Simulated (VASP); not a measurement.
# BP (zinc blende) (F-43m) in VASP: a series of runs

The runs below take BP (zinc blende) through single point, with PBEsol.

Everything below comes from runs of VASP 6.6.1. Logs are shortened: lines on timing, memory, paths and dates and some standing lists are left out, and cuts for length are marked.

### Step 1. The cell of the first run

Symmetry: F-43m, No. 216, cubic system. Conventional cell: a = 4.139 Å, b = 4.139 Å, c = 4.139 Å, α = 90.00°, β = 90.00°, γ = 90.00°. B (site symmetry -43m) has 4 P at 1.79 Å within 2.4 Å. Within 2.4 Å of P (site symmetry -43m) lie 4 B at 1.79 Å.

### Step 2. Single point, PBEsol (volume scaled by 0.76)

File INCAR:

```
SYSTEM = BP
ALGO = Normal ; EDIFF = 1E-6
ENCUT = 500 ; GGA = PS
GGA_COMPAT = .FALSE. ; ISIF = 2
ISMEAR = 0 ; LASPH = .TRUE.
LCHARG = .FALSE. ; LREAL = .FALSE.
LWAVE = .FALSE. ; NBANDS = 11
NELM = 120 ; PREC = Accurate
SIGMA = 0.01
```

File KPOINTS:

```
k-points
0
G
  10 10 10
  0 0 0
```

File POSCAR:

```
BP
1.0
    0.0000000000      2.0692763451      2.0692763451
    2.0692763451      0.0000000000      2.0692763451
    2.0692763451      2.0692763451      0.0000000000
B P
1 1
Direct
    0.0000000000      0.0000000000      0.0000000000
    0.2500000000      0.2500000000      0.2500000000
```

Potentials or basis: VASP PAW PBE potentials, release 64 (B, P).

Command:

```sh
> cat potpaw_PBE.64/B/POTCAR potpaw_PBE.64/P/POTCAR > POTCAR
> mpirun -np 1 vasp_std > vasp.out
```

OUTCAR:

```text
SYSTEM = BP
   EDIFF = 1E-6
   ENCUT = 500
   GGA = PS
   ISIF = 2
   ISMEAR = 0
   LASPH = .TRUE.
   LREAL = .FALSE.
   NELM = 120
   PREC = Accurate

 ion  position               nearest neighbor table
   1  0.000  0.000  0.000-   2 1.79   2 1.79   2 1.79   2 1.79
   2  0.250  0.250  0.250-   1 1.79   1 1.79   1 1.79   1 1.79

  LATTYP: Found a face centered cubic cell.
 ALAT       =     4.1385526902

  Lattice vectors:

 A1 = (   0.0000000000,   2.0692763451,   2.0692763451)
 A2 = (   2.0692763451,   0.0000000000,   2.0692763451)
 A3 = (   2.0692763451,   2.0692763451,   0.0000000000)

Analysis of symmetry for initial positions (statically):
=====================================================================
 Subroutine PRICEL returns:
 Original cell was already a primitive cell.

 Routine SETGRP: Setting up the symmetry group for a
 face centered cubic supercell.

 Subroutine GETGRP returns: Found 24 space group operations
 (whereof 24 operations were pure point group operations)
 out of a pool of 48 trial point group operations.

The static configuration has the point symmetry T_d .

Analysis of symmetry for dynamics (positions and initial velocities):
=====================================================================
 Subroutine PRICEL returns:
 Original cell was already a primitive cell.

 Routine SETGRP: Setting up the symmetry group for a
 face centered cubic supercell.

 Subroutine GETGRP returns: Found 24 space group operations
 (whereof 24 operations were pure point group operations)
 out of a pool of 48 trial point group operations.

The dynamic configuration has the point symmetry T_d .

 Subroutine INISYM returns: Found 24 space group operations
 (whereof 24 operations are pure point group operations),
 and found     1 'primitive' translations

----------------------------------------------------------------------------------------

                                     Primitive cell

  volume of cell :      17.7209

  direct lattice vectors                    reciprocal lattice vectors
     0.000000000  2.069276345  2.069276345    -0.241630366  0.241630366  0.241630366
     2.069276345  0.000000000  2.069276345     0.241630366 -0.241630366  0.241630366
     2.069276345  2.069276345  0.000000000     0.241630366  0.241630366 -0.241630366

  length of vectors
     2.926398672  2.926398672  2.926398672     0.418516070  0.418516070  0.418516070

  position of ions in fractional coordinates (direct lattice)
     0.000000000  0.000000000  0.000000000
     0.250000000  0.250000000  0.250000000

  ion indices of the primitive-cell ions
   primitive index   ion index
                 1           1
                 2           2

----------------------------------------------------------------------------------------

 KPOINTS: k-points

Automatic generation of k-mesh.
 Grid dimensions read from file:
 generate k-points for:   10   10   10

 Generating k-lattice:

  Cartesian coordinates                     Fractional coordinates (reciprocal lattice)
    -0.024163037  0.024163037  0.024163037     0.100000000  0.000000000  0.000000000
     0.024163037 -0.024163037  0.024163037     0.000000000  0.100000000  0.000000000
     0.024163037  0.024163037 -0.024163037     0.000000000  0.000000000  0.100000000

  Length of vectors
     0.041851607  0.041851607  0.041851607

  Shift w.r.t. Gamma in fractional coordinates (k-lattice)
     0.000000000  0.000000000  0.000000000

 Subroutine IBZKPT returns following result:
 ===========================================

 Found     47 irreducible k-points:

 Following reciprocal coordinates:
            Coordinates               Weight
  0.000000  0.000000  0.000000      1.000000
  0.100000  0.000000  0.000000      8.000000
  0.200000  0.000000  0.000000      8.000000
  0.300000  0.000000  0.000000      8.000000
  0.400000  0.000000  0.000000      8.000000
  0.500000  0.000000  0.000000      4.000000
[... 16 lines left out ...]
  0.300000  0.300000  0.000000      6.000000
  0.400000  0.300000  0.000000     24.000000
 [... further k-points ...]
   k-points           NKPTS =     47   k-points in BZ     NKDIM =     47   number of bands    NBANDS=     11
   number of dos      NEDOS =    301   number of ions     NIONS =      2
   total plane-waves  NPLWV =  13824
   dimension x,y,z NGX =    24 NGY =   24 NGZ =   24
   dimension x,y,z NGXF=    48 NGYF=   48 NGZF=   48
   ions per type =               1   1
   NGX,Y,Z   is equivalent  to a cutoff of  13.63, 13.63, 13.63 a.u.
   NGXF,Y,Z  is equivalent  to a cutoff of  27.27, 27.27, 27.27 a.u.
 SYSTEM =  BP
   PREC   = accura    normal or accurate (medium, high low for compatibility)
   ISTART =      0    job   : 0-new  1-cont  2-samecut
   ICHARG =      2    charge: 1-file 2-atom 10-const
   ISPIN  =      1    spin polarized calculation?
   LNONCOLLINEAR =      F non collinear calculations
   LSORBIT =      F    spin-orbit coupling
   LASPH  =      T    aspherical Exc in radial PAW
   ENCUT  =  500.0 eV  36.75 Ry    6.06 a.u.   5.34  5.34  5.34*2*pi/ulx,y,z
   NELM   =    120;   NELMIN=  2; NELMDL= -5     # of ELM steps
   EDIFF  = 0.1E-05   stopping-criterion for ELM
   LREAL  =      F    real-space projection
[... 7 lines left out ...]
   TEBEG  =    0.0;   TEEND  =   0.0 temperature during run
   PSTRESS=    0.0 pullay stress
   NELECT =       8.0000    total number of electrons
   NUPDOWN=      -1.0000    fix difference up-down
   EMIN   =  10.00;   EMAX   =-10.00  energy-range for DOS
   EFERMI =   0.00;   METHOD = LEGACY
   ISMEAR =     0;   SIGMA  =   0.01  broadening in eV -4-tet -1-fermi 0-gaus
   EFERMI_NEDOS =   21; number of points for ismear=-14 and -15
   IALGO  =     38    algorithm
   IMIX   =      4    mixing-type and parameters
     AMIX     =   0.40;   BMIX     =  1.00
     AMIX_MAG =   1.60;   BMIX_MAG =  1.00
  volume/ion in A,a.u.               =       8.86        59.79
  Fermi-wavevector in a.u.,A,eV,Ry     =   1.255865  2.373241 21.459071  1.577197
  Thomas-Fermi vector in A             =   2.389601
   LORBIT       =      0    0 simple, 1 ext, 2 COOP (PROOUT), +10 PAW based schemes
   GGA     = PS    functional components
   LHFCALC =     F    Hartree Fock is set to
   AEXX    =    0.0000 exact exchange contribution
   IVDW    =     0    specifies the selected vdW correction
   LEPSILON=     F    determine dielectric tensor
   LRPA    =     F    only Hartree local field effects (RPA)
 non-spin polarized calculation
 Gauss-broadening in eV      SIGMA  =   0.01
  energy-cutoff  :      500.00
  volume of cell :       17.72
 maximum number of plane-waves:       464
 NGX is ok and might be reduce to    24
   NGX = 11   NGY = 11   NGZ = 11

 number of electron       7.9999999 magnetization

 Free energy of the ion-electron system (eV)
  ---------------------------------------------------
  ext. energy  EPLUGINS =         0.00000000
  ---------------------------------------------------
  free energy    TOTEN  =       -12.67212747 eV

  energy without entropy =      -12.67212747  energy(sigma->0) =      -12.67212747

 E-fermi :  11.0829     XC(G=0): -12.2459

 val. band max:       10.9698371645   @ k =   0.0000   0.0000   0.0000
 cond. band min:      11.6095220778   @ k =   0.5000   0.5000   0.0000
 fundamental gap:      0.6396849133
 Fermi energy:        11.0828988054

 k-point     1 :       0.0000    0.0000    0.0000
  band No.  band energies     occupation
      1      -7.1794      2.00000
      2      10.9698      2.00000
      3      10.9698      2.00000
      4      10.9698      2.00000
      5      14.9529      0.00000
      6      14.9529      0.00000
      7      14.9529      0.00000
      8      22.6721      0.00000
      9      24.0357      0.00000
     10      24.0357      0.00000
     11      24.6367      0.00000

 k-point     2 :       0.1000    0.0000    0.0000
  band No.  band energies     occupation
      1      -6.9556      2.00000
      2       9.4461      2.00000
      3      10.6136      2.00000
      4      10.6136      2.00000
      5      15.4558      0.00000
      6      15.4558      0.00000
      7      15.6256      0.00000
      8      22.7597      0.00000
      9      23.1112      0.00000
     10      23.1112      0.00000
     11      25.3803      0.00000

 k-point     3 :       0.2000    0.0000    0.0000
  band No.  band energies     occupation
      1      -6.2891      2.00000
      2       6.6607      2.00000
      3       9.9530      2.00000
      4       9.9530      2.00000
      5      16.2461      0.00000
      6      16.2461      0.00000
      7      16.2521      0.00000
      8      22.3826      0.00000
      9      22.3826      0.00000
     10      22.7659      0.00000
     11      26.4514      0.00000

 k-point     4 :       0.3000    0.0000    0.0000
  band No.  band energies     occupation
      1      -5.1995      2.00000
      2       3.7931      2.00000
      3       9.3897      2.00000
      4       9.3897      2.00000
      5      16.3414      0.00000
      6      16.3414      0.00000
      7      16.4690      0.00000
      8      22.4329      0.00000
      9      23.3351      0.00000
     10      23.3351      0.00000
     11      27.2995      0.00000
[... 239 lines left out ...]
 k-point    22 :      -0.2000    0.2000    0.0000
  band No.  band energies     occupation
      1      -4.8344      2.00000
      2       5.0182      2.00000
      3       5.6718      2.00000
      4       9.5452      2.00000
      5      16.0064      0.00000
      6      17.1057      0.00000
      7      18.6762      0.00000
      8      20.7216      0.00000
      9      21.2979      0.00000
     10      26.8484      0.00000
     11      30.1379      0.00000

 k-point    23 :       0.3000    0.3000    0.0000
  band No.  band energies     occupation
      1      -4.5336      2.00000
      2       5.9104      2.00000
      3       6.9189      2.00000
      4       6.9189      2.00000
      5      12.2527      0.00000
      6      14.5228      0.00000
      7      21.7653      0.00000
      8      21.7653      0.00000
      9      26.8023      0.00000
     10      27.8843      0.00000
     11      31.7892      0.00000

 k-point    24 :       0.4000    0.3000    0.0000
  band No.  band energies     occupation
      1      -3.4718      2.00000
      2       4.2257      2.00000
      3       5.8355      2.00000
      4       6.5620      2.00000
      5      12.4785      0.00000
      6      14.3928      0.00000
      7      22.3301      0.00000
      8      22.6792      0.00000
      9      28.0675      0.00000
     10      28.4000      0.00000
     11      32.4653      0.00000

 [... further k-points ...]

------------------------ aborting loop because EDIFF is reached ----------------------------------------

  FORCE on cell =-STRESS in cart. coord.  units (eV):
  Direction    XX          YY          ZZ          XY          YZ          ZX
  --------------------------------------------------------------------------------------
  -------------------------------------------------------------------------------------
  Total        8.0870057      8.0870057      8.0870057     -0.0000000      0.0000000     -0.0000000
  in kB      731.1607310    731.1607310    731.1607310     -0.0000000      0.0000000     -0.0000000
  external PRESSURE =     731.1607310 kB  Pullay stress =       0.0000000 kB

 VOLUME and BASIS-vectors are now :
 -----------------------------------------------------------------------------
  energy-cutoff  :      500.00
  volume of cell :       17.72
      direct lattice vectors                 reciprocal lattice vectors
     0.000000000  2.069276345  2.069276345    -0.241630366  0.241630366  0.241630366
     2.069276345  0.000000000  2.069276345     0.241630366 -0.241630366  0.241630366
     2.069276345  2.069276345  0.000000000     0.241630366  0.241630366 -0.241630366

 POSITION                                       TOTAL-FORCE (eV/Angst)
 -----------------------------------------------------------------------------------
      0.00000      0.00000      0.00000        -0.000000     -0.000000     -0.000000
      1.03464      1.03464      1.03464         0.000000      0.000000      0.000000
 -----------------------------------------------------------------------------------
    total drift:                               -0.000000     -0.000000     -0.000000

  FREE ENERGIE OF THE ION-ELECTRON SYSTEM (eV)
  ---------------------------------------------------
  free  energy   TOTEN  =       -12.6721274681 eV

  energy  without entropy=      -12.6721274681  energy(sigma->0) =      -12.67212747
```

Wall time 5.9 s (1 thread of AMD EPYC 9R45 (Zen 5), shared host); peak memory 0.1 GiB.

What came out:

| Quantity | Value |
| --- | --- |
| Free energy | -12.6721 eV |
| Pressure | 73.1 GPa |
| Band gap on the k mesh | 0.64 eV, indirect (least direct gap 3.98 eV) |

Caveat: the PAW data sets were made with another functional, which shifts forces and pressure a little.

### Step 3. Single point, PBEsol (volume scaled by 0.84)

File INCAR:

```
SYSTEM = BP
ALGO = Normal ; EDIFF = 1E-6
ENCUT = 500 ; GGA = PS
GGA_COMPAT = .False. ; ISIF = 2
ISMEAR = 0 ; LASPH = .True.
LCHARG = .True. ; LELF = .True.
LREAL = .False. ; LVHAR = .True.
LWAVE = .False. ; NBANDS = 11
NELM = 120 ; PREC = Accurate
SIGMA = 0.01
```

File KPOINTS:

```
k-points
0
Gamma
  10 10 10
  0 0 0
```

File POSCAR:

```
BP
1.0
    0.0000000000      2.1394742201      2.1394742201
    2.1394742201      0.0000000000      2.1394742201
    2.1394742201      2.1394742201      0.0000000000
B P
1 1
Direct
    0.0000000000      0.0000000000      0.0000000000
    0.2500000000      0.2500000000      0.2500000000
```

Potentials or basis: VASP PAW PBE potentials, release 64 (B, P).

Command:

```sh
> cat potpaw_PBE.64/B/POTCAR potpaw_PBE.64/P/POTCAR > POTCAR
> mpirun -np 1 vasp_std > vasp.out
```

It took 6.5 s on 1 thread of AMD EPYC 9R45 (Zen 5), shared host; peak memory 0.1 GiB.

The run converged. Its results:

| Quantity | Value |
| --- | --- |
| Free energy | -13.3058 eV |
| Pressure | 38.0 GPa |
| Band gap on the k mesh | 0.86 eV, indirect (least direct gap 3.70 eV) |

Levels at points of the mesh, in eV from the valence-band top:
```tsv
k point	band 1	band 2	band 3	band 4	band 5	band 6	band 7	band 8
(0.00, 0.00, 0.00)	-17.15	0.00	0.00	0.00	3.70	3.70	3.70	10.12
(0.50, 0.00, 0.00)	-13.08	-10.43	-1.96	-1.96	4.77	4.77	4.85	10.53
(0.50, 0.50, 0.00)	-11.31	-9.54	-4.79	-4.79	0.86	1.38	13.81	13.81
```

Caveat: the PAW data sets were made with another functional, which shifts forces and pressure a little. A k mesh can miss the band edges.

[end of part 1 of 2]
